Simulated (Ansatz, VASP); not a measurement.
Two plane-wave programs on Rh

```
Rh
1.0
     0.00000    1.85401    1.90155
     1.85401    0.00000    1.90155
     1.85401    1.85401    0.00000
Rh
1
Direct
  0.00000 0.00000 0.00000
```

Change from the starting cell: strain -0.025 along x and y, +0.000 along z, atoms carried along.

Alike in both runs: task single point; functional PBEsol; k mesh 22 × 22 × 22; occupations gaussian, width 0.15 eV; no spin polarisation.

|  | VASP | Ansatz |
| --- | --- | --- |
| version | VASP 6.6.1 | Ansatz 0.2.0 |
| potentials or method | VASP PAW PBE potentials, release 64 (Rh_pv), cutoff 520 eV | scalar-relativistic, plane waves, PAW |
| valence electrons in the cell | 15 | 17 |

VASP gave:

| Item | Value |
| --- | --- |
| gap on the k mesh at the Fermi level (eV) | none |
| pressure (GPa) | 10.5 |
| traceless stress, the component that is largest in VASP (GPa) | -4.91 |

Question: Which values does Ansatz return?

Answer: gap on the k mesh at the Fermi level (eV): none; pressure (GPa): 10.6; traceless stress, the component that is largest in VASP (GPa): -4.92.

VASP's potentials were made for PBE, not for PBEsol. A gap of «none» marks a metal or a gap that the smearing closes. The functional is the same, so the differences come from potentials, cutoffs and numerics. VASP's potentials hold 15 valence electrons a cell and Ansatz's 17, so a difference there can come from the potentials and not from the codes.
